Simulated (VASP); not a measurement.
# Au (Im-3m) in VASP: single point with r2SCAN

Aim: the single point of Au with r2SCAN.

All numbers are computed with VASP 6.6.1; they aren't measurements. Logs are shortened: lines on timing, memory, paths and dates and some standing lists are left out, and cuts for length are marked.

### 1 The cell of the first run

Symmetry: Im-3m, No. 229, cubic system. The conventional cell has a = 2.831 Å, b = 2.831 Å, c = 2.831 Å, α = 90.00°, β = 90.00°, γ = 90.00°. Au (site symmetry m-3m) has 14 Au at 2.45 to 2.83 Å within 3.2 Å.

### 2 Single point, r2SCAN (W replaced by Au, lengths x 0.904, strained)

POSCAR

```
Au
1.0
   -1.4157285255      1.4157285255      1.4157285255
    1.4157285255     -1.4157285255      1.4157285255
    1.4157285255      1.4157285255     -1.4157285255
Au
1
Direct
    0.0000000000      0.0000000000      0.0000000000
```

INCAR.step1

```
SYSTEM = Au
PREC = Accurate ; ENCUT = 520
ISMEAR = 0 ; SIGMA = 0.1
LREAL = .False. ; LASPH = .True.
NELM = 80 ; NBANDS = 12
GGA = PE ; ALGO = Normal
EDIFF = 1E-4 ; LWAVE = .True.
LCHARG = .False.
```

INCAR.step2

```
SYSTEM = Au
PREC = Accurate ; ENCUT = 520
EDIFF = 1E-6 ; ISMEAR = 0
SIGMA = 0.1 ; LREAL = .False.
LASPH = .True. ; NELM = 80
ALGO = Normal ; ISIF = 2
LWAVE = .False. ; LCHARG = .False.
METAGGA = R2SCAN ; LMIXTAU = .True.
NBANDS = 12 ; ISTART = 1
```

KPOINTS

```
Automatic mesh
0
Gamma
  20 20 20
  0 0 0
```

Potentials or basis: VASP PAW PBE potentials, release 64 (Au).

The run is started by

```
$ cat potpaw_PBE.64/Au/POTCAR > POTCAR
$ cp INCAR.step1 INCAR
$ mpirun -np 1 vasp_std > vasp.out
$ cp INCAR.step2 INCAR
$ mpirun -np 1 vasp_std > vasp.out
```

OUTCAR:

```text
SYSTEM = Au
   PREC = Accurate
   ENCUT = 520
   EDIFF = 1E-6
   ISMEAR = 0
   LREAL = .False.
   LASPH = .True.
   NELM = 80
   ISIF = 2
   METAGGA = R2SCAN
   ISTART = 1

 ion  position               nearest neighbor table
   1  0.000  0.000  0.000-

  LATTYP: Found a body centered cubic cell.
 ALAT       =     2.8314570510

  Lattice vectors:

 A1 = (  -1.4157285255,   1.4157285255,   1.4157285255)
 A2 = (   1.4157285255,  -1.4157285255,   1.4157285255)
 A3 = (   1.4157285255,   1.4157285255,  -1.4157285255)

Analysis of symmetry for initial positions (statically):
=====================================================================
 Subroutine PRICEL returns:
 Original cell was already a primitive cell.

 Routine SETGRP: Setting up the symmetry group for a
 body centered cubic supercell.

 Subroutine GETGRP returns: Found 48 space group operations
[... 9 lines left out ...]

 Routine SETGRP: Setting up the symmetry group for a
 body centered cubic supercell.

 Subroutine GETGRP returns: Found 48 space group operations
[... 11 lines left out ...]
                                     Primitive cell

  volume of cell :      11.3501

  direct lattice vectors                    reciprocal lattice vectors
    -1.415728526  1.415728526  1.415728526     0.000000000  0.353175055  0.353175055
     1.415728526 -1.415728526  1.415728526     0.353175055  0.000000000  0.353175055
     1.415728526  1.415728526 -1.415728526     0.353175055  0.353175055  0.000000000

  length of vectors
     2.452113736  2.452113736  2.452113736     0.499464953  0.499464953  0.499464953

  position of ions in fractional coordinates (direct lattice)
     0.000000000  0.000000000  0.000000000

  ion indices of the primitive-cell ions
   primitive index   ion index
                 1           1

----------------------------------------------------------------------------------------

 KPOINTS: Automatic mesh

Automatic generation of k-mesh.
 Grid dimensions read from file:
 generate k-points for:   20   20   20

 Generating k-lattice:

  Cartesian coordinates                     Fractional coordinates (reciprocal lattice)
     0.000000000  0.017658753  0.017658753     0.050000000  0.000000000  0.000000000
     0.017658753  0.000000000  0.017658753     0.000000000  0.050000000  0.000000000
     0.017658753  0.017658753  0.000000000     0.000000000  0.000000000  0.050000000

  Length of vectors
     0.024973248  0.024973248  0.024973248

  Shift w.r.t. Gamma in fractional coordinates (k-lattice)
     0.000000000  0.000000000  0.000000000

 Subroutine IBZKPT returns following result:
 ===========================================

 Found    256 irreducible k-points:

 Following reciprocal coordinates:
            Coordinates               Weight
  0.000000  0.000000  0.000000      1.000000
  0.050000  0.000000  0.000000     12.000000
  0.100000  0.000000  0.000000     12.000000
  0.150000  0.000000  0.000000     12.000000
  0.200000  0.000000  0.000000     12.000000
  0.250000  0.000000  0.000000     12.000000
[... 16 lines left out ...]
  0.200000  0.100000 -0.000000     48.000000
  0.250000  0.100000  0.000000     48.000000
 [... further k-points ...]
   k-points           NKPTS =    256   k-points in BZ     NKDIM =    256   number of bands    NBANDS=     12
   number of dos      NEDOS =    301   number of ions     NIONS =      1
   total plane-waves  NPLWV =   5832
   dimension x,y,z NGX =    18 NGY =   18 NGZ =   18
   dimension x,y,z NGXF=    36 NGYF=   36 NGZF=   36
   ions per type =               1
   NGX,Y,Z   is equivalent  to a cutoff of  12.20, 12.20, 12.20 a.u.
   NGXF,Y,Z  is equivalent  to a cutoff of  24.41, 24.41, 24.41 a.u.
 SYSTEM =  Au
   PREC   = accura    normal or accurate (medium, high low for compatibility)
   ISTART =      1    job   : 0-new  1-cont  2-samecut
   ICHARG =      0    charge: 1-file 2-atom 10-const
   ISPIN  =      1    spin polarized calculation?
   LNONCOLLINEAR =      F non collinear calculations
   LSORBIT =      F    spin-orbit coupling
   LASPH  =      T    aspherical Exc in radial PAW
   ENCUT  =  520.0 eV  38.22 Ry    6.18 a.u.   4.56  4.56  4.56*2*pi/ulx,y,z
   NELM   =     80;   NELMIN=  2; NELMDL=  0     # of ELM steps
   EDIFF  = 0.1E-05   stopping-criterion for ELM
   LREAL  =      F    real-space projection
   EDIFFG = 0.1E-04   stopping-criterion for IOM
   NSW    =      0    number of steps for IOM
   IBRION =     -1    ionic relax: 0-MD 1-quasi-New 2-CG
   NFREE  =      0    steps in history (QN), initial steepest desc. (CG)
   ISIF   =      2    stress and relaxation
   ISYM   =      2    0-nonsym 1-usesym 2-fastsym
   POTIM  = 0.5000    time-step for ionic-motion
   TEBEG  =    0.0;   TEEND  =   0.0 temperature during run
   PSTRESS=    0.0 pullay stress
   NELECT =      11.0000    total number of electrons
   NUPDOWN=      -1.0000    fix difference up-down
   EMIN   =  10.00;   EMAX   =-10.00  energy-range for DOS
   EFERMI =   0.00;   METHOD = LEGACY
   ISMEAR =     0;   SIGMA  =   0.10  broadening in eV -4-tet -1-fermi 0-gaus
   EFERMI_NEDOS =   21; number of points for ismear=-14 and -15
   IALGO  =     38    algorithm
   IMIX   =      4    mixing-type and parameters
     AMIX     =   0.40;   BMIX     =  1.00
     AMIX_MAG =   1.60;   BMIX_MAG =  1.00
  volume/ion in A,a.u.               =      11.35        76.59
  Fermi-wavevector in a.u.,A,eV,Ry     =   1.620090  3.061526 35.711087  2.624691
  Thomas-Fermi vector in A             =   2.714085
   LORBIT       =      0    0 simple, 1 ext, 2 COOP (PROOUT), +10 PAW based schemes
   METAGGA = R2SCAN    functional components
   LHFCALC =     F    Hartree Fock is set to
   AEXX    =    0.0000 exact exchange contribution
   IVDW    =     0    specifies the selected vdW correction
   LEPSILON=     F    determine dielectric tensor
   LRPA    =     F    only Hartree local field effects (RPA)
 non-spin polarized calculation
 Gauss-broadening in eV      SIGMA  =   0.10
  energy-cutoff  :      520.00
  volume of cell :       11.35
 maximum number of plane-waves:       321
   NGX =  9   NGY =  9   NGZ =  9

 number of electron      10.9999996 magnetization

 Free energy of the ion-electron system (eV)
  ---------------------------------------------------
  ext. energy  EPLUGINS =         0.00000000
  ---------------------------------------------------
  free energy    TOTEN  =       -47.71174679 eV

  energy without entropy =      -47.71112772  energy(sigma->0) =      -47.71143725

 E-fermi :  18.0810     XC(G=0): -16.6695

 val. band max:       18.0648839417   @ k =  -0.3500   0.4500   0.1000
 cond. band min:      18.1603579126   @ k =   0.4000   0.1000  -0.0000
 fundamental gap:      0.0954739710
 Fermi energy:        18.0809602414

 k-point     1 :       0.0000    0.0000    0.0000
  band No.  band energies     occupation
      1       2.4130      2.00000
      2       9.5736      2.00000
      3       9.5736      2.00000
      4       9.5736      2.00000
      5      13.2806      2.00000
      6      13.2806      2.00000
      7      34.3500      0.00000
      8      34.3500      0.00000
      9      34.3500      0.00000
     10      49.0837      0.00000
     11      49.0837      0.00000
     12      51.4467      0.00000

 k-point     2 :       0.0500    0.0000    0.0000
  band No.  band energies     occupation
      1       2.5573      2.00000
      2       9.5088      2.00000
      3       9.5733      2.00000
      4       9.6994      2.00000
      5      13.1892      2.00000
      6      13.2840      2.00000
      7      34.4426      0.00000
      8      34.5709      0.00000
      9      34.5749      0.00000
     10      47.4312      0.00000
     11      48.3612      0.00000
     12      51.2610      0.00000

 k-point     3 :       0.1000    0.0000    0.0000
  band No.  band energies     occupation
      1       2.9764      2.00000
      2       9.3247      2.00000
      3       9.5653      2.00000
      4      10.0724      2.00000
      5      12.9651      2.00000
      6      13.2968      2.00000
      7      34.6639      0.00000
      8      35.1242      0.00000
      9      35.2371      0.00000
     10      45.2876      0.00000
     11      46.7127      0.00000
     12      50.5810      0.00000

 k-point     4 :       0.1500    0.0000    0.0000
  band No.  band energies     occupation
      1       3.6216      2.00000
      2       9.0488      2.00000
      3       9.5436      2.00000
      4      10.6792      2.00000
      5      12.7298      2.00000
      6      13.3249      2.00000
      7      34.8221      0.00000
      8      35.6427      0.00000
      9      36.3022      0.00000
     10      43.6807      0.00000
     11      44.9898      0.00000
     12      49.1478      0.00000

 k-point     5 :       0.2000    0.0000    0.0000
  band No.  band energies     occupation
      1       4.3854      2.00000
      2       8.7179      2.00000
      3       9.5607      2.00000
      4      11.4956      2.00000
      5      12.6037      2.00000
      6      13.3747      2.00000
      7      34.6054      0.00000
      8      35.4589      0.00000
      9      37.7199      0.00000
     10      43.0144      0.00000
     11      44.0240      0.00000
     12      46.9723      0.00000
[... 228 lines left out ...]
      1       3.9969      2.00000
      2       9.0602      2.00000
      3       9.2454      2.00000
      4      11.1664      2.00000
      5      12.5380      2.00000
      6      13.4327      2.00000
      7      35.1834      0.00000
      8      35.8397      0.00000
      9      36.3472      0.00000
     10      42.5057      0.00000
     11      45.6524      0.00000
     12      47.2499      0.00000

 k-point    22 :       0.1500    0.1000    0.0000
  band No.  band energies     occupation
      1       4.7489      2.00000
      2       8.7870      2.00000
      3       9.1323      2.00000
      4      12.0700      2.00000
      5      12.3934      2.00000
      6      13.5467      2.00000
      7      35.0459      0.00000
      8      35.3728      0.00000
      9      37.2646      0.00000
     10      42.0197      0.00000
     11      43.8065      0.00000
     12      47.6470      0.00000

 k-point    23 :       0.2000    0.1000   -0.0000
  band No.  band energies     occupation
      1       5.4437      2.00000
      2       8.4530      2.00000
      3       9.2500      2.00000
      4      12.3899      2.00000
      5      13.1611      2.00000
      6      13.6821      2.00000
      7      33.7659      0.00000
      8      34.5204      0.00000
      9      38.5233      0.00000
     10      40.8213      0.00000
     11      44.0967      0.00000
     12      47.8569      0.00000

 k-point    24 :       0.2500    0.1000    0.0000
  band No.  band energies     occupation
      1       5.8292      2.00000
      2       8.1332      2.00000
      3       9.7918      2.00000
      4      12.5517      2.00000
      5      13.7325      2.00000
      6      14.4675      2.00000
      7      31.8099      0.00000
      8      33.3805      0.00000
      9      39.0076      0.00000
     10      40.3437      0.00000
     11      45.4121      0.00000
     12      47.7831      0.00000

 [... further k-points ...]
[... 5 lines left out ...]
  --------------------------------------------------------------------------------------
  -------------------------------------------------------------------------------------
  Total       16.6082344     16.6082344     16.6082344     -0.0000000     -0.0000000      0.0000000
  in kB     2344.4129382   2344.4129382   2344.4129382     -0.0000000     -0.0000000      0.0000000
  external PRESSURE =    2344.4129382 kB  Pullay stress =       0.0000000 kB

 VOLUME and BASIS-vectors are now :
 -----------------------------------------------------------------------------
  energy-cutoff  :      520.00
  volume of cell :       11.35
      direct lattice vectors                 reciprocal lattice vectors
    -1.415728526  1.415728526  1.415728526     0.000000000  0.353175055  0.353175055
     1.415728526 -1.415728526  1.415728526     0.353175055  0.000000000  0.353175055
     1.415728526  1.415728526 -1.415728526     0.353175055  0.353175055  0.000000000

 POSITION                                       TOTAL-FORCE (eV/Angst)
 -----------------------------------------------------------------------------------
      0.00000      0.00000      0.00000         0.000000     -0.000000     -0.000000
 -----------------------------------------------------------------------------------
    total drift:                                0.000000      0.000000      0.000000

  FREE ENERGIE OF THE ION-ELECTRON SYSTEM (eV)
  ---------------------------------------------------
  free  energy   TOTEN  =       -47.7117467851 eV

  energy  without entropy=      -47.7111277198  energy(sigma->0) =      -47.71143725
```

Run time: 2.9 min. Hardware: 1 thread of Intel Xeon 8259CL, shared host; peak memory 0.15 GiB.

What came out:

```
Free energy : -47.7117 eV
Pressure    : 234.4 GPa
```

Levels at points of the mesh, in eV from the Fermi level:
| k point | band 4 | band 5 | band 6 | band 7 | band 8 | band 9 |
| --- | --- | --- | --- | --- | --- | --- |
| (0.00, 0.00, 0.00) | -8.51 | -4.80 | -4.80 | 16.27 | 16.27 | 16.27 |
| (0.50, 0.00, 0.00) | -4.23 | -2.69 | -1.34 | 6.95 | 12.18 | 17.71 |
| (0.50, 0.50, 0.50) | -2.21 | -2.21 | 6.97 | 6.97 | 6.97 | 16.20 |

Caveat: the cell differs from its parent crystal (W replaced by Au, lengths x 0.904, strained); the PAW data sets were made with another functional, which shifts forces and pressure a little; spin-orbit coupling is left out, which moves the levels of the heavy elements.
